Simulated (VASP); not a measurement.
Crystal: RbBr.

```
CELL_PARAMETERS angstrom
4.12425 -0.11878 0.00000
-0.11878 4.12425 0.00000
0.00000 0.00000 4.12425
ATOMIC_POSITIONS crystal
Rb 0.00000 0.00000 0.00000
Br 0.50000 0.50000 0.50000
```

This cell differs from its parent crystal: shear xy strain -5.8%.

Base run:

| Quantity | Value |
| --- | --- |
| Program | VASP 6.6.1 |
| Functional | r2SCAN |
| Potentials or basis | VASP PAW PBE potentials, release 64 (Rb_sv, Br) |
| Cutoff | 520 eV |
| k mesh | 6 × 6 × 6 |
| Occupations | gaussian, width 0.01 eV |
| Spin | no spin polarisation |

Its results: band gap on the k mesh 4.84 eV, indirect (least direct gap 4.98 eV); pressure 0.2 GPa.

Problem. The run is repeated on the same cell with these changes: functional from r2SCAN to PBE; k mesh from 6 × 6 × 6 to 4 × 4 × 4. What comes out?

Solution. Band gap on the k mesh 4.09 eV, indirect (least direct gap 4.22 eV); pressure 1.0 GPa.

Several settings changed at once, so the effect can't be laid on one alone.

Caveats: the PAW data sets were made with another functional, which shifts forces and pressure a little (some runs).

A k mesh can miss the band edges.
